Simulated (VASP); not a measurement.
A run of VASP 6.6.1:

File INCAR:

```
SYSTEM = Pt
ALGO = Normal ; EDIFF = 1E-6
ENCUT = 500 ; GGA = PE
GGA_COMPAT = .False. ; ISIF = 2
ISMEAR = 0 ; LASPH = .True.
LCHARG = .False. ; LREAL = .False.
LWAVE = .False. ; NBANDS = 11
NELM = 120 ; PREC = Accurate
SIGMA = 0.3
```

File KPOINTS:

```
k-points
0
Gamma
  13 13 13
  0 0 0
```

File POSCAR:

```
Pt
1.0
    0.0000000000      1.9609000000      1.9609000000
    1.9609000000      0.0000000000      1.9609000000
    1.9609000000      1.9609000000      0.0000000000
Pt
1
Direct
    0.0000000000      0.0000000000      0.0000000000
```

Potentials or basis: VASP PAW PBE potentials, release 64 (Pt).

Command:

```bash
$ cat potpaw_PBE.64/Pt/POTCAR > POTCAR
$ mpirun -np 1 vasp_std > vasp.out
```

Hardware: 1 thread of AMD EPYC 7R13 Processor (Zen 3), on a shared host.

Question: How long does it take, and how much memory?

Answer: Run time: 7.6 s on 1 thread of AMD EPYC 7R13 Processor (Zen 3) (shared host), peak memory 0.1 GiB. Counts: scf iterations 11, k points 84.
